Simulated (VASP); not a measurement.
Fe:

```xyz
1
Lattice="-1.5196 1.4158 1.4158 1.5196 -1.4158 1.4158 1.5196 1.4158 -1.4158" Properties=species:S:1:pos:R:3 pbc="T T T"
Fe    0.0000    0.0000    0.0000
```

This cell differs from its parent crystal: normal strain along x +0.0733, normal strain along z +0.0000.

Base run:

| Quantity | Value |
| --- | --- |
| Program | VASP 6.6.1 |
| Functional | PBE |
| Potentials or basis | VASP PAW PBE potentials, release 64 (Fe_sv) |
| Cutoff | 600 eV |
| k mesh | 10 × 10 × 10 |
| Occupations | gaussian, width 0.15 eV |
| Spin | collinear spin, ferromagnetic start |
| Starting moments | [2.44] μB |

Its results: pressure -14.6 GPa; net moment 2.27 μB per cell; site moments Fe +2.29 μB.

Q: The run is repeated on the same cell with these changes: potentials or basis from VASP PAW PBE potentials, release 64 (Fe_sv) to VASP PAW PBE potentials, release 64 (Fe); cutoff from 600 eV to 520 eV; further incar settings from ALGO = Normal; EDIFF = 1e-06; NBANDS = 18 to ALGO = Normal; EDIFF = 1e-06; NBANDS = 14; valence electrons from 16 to 8. What comes out?

A: Pressure -11.0 GPa; net moment 2.30 μB per cell; site moments Fe +2.31 μB.
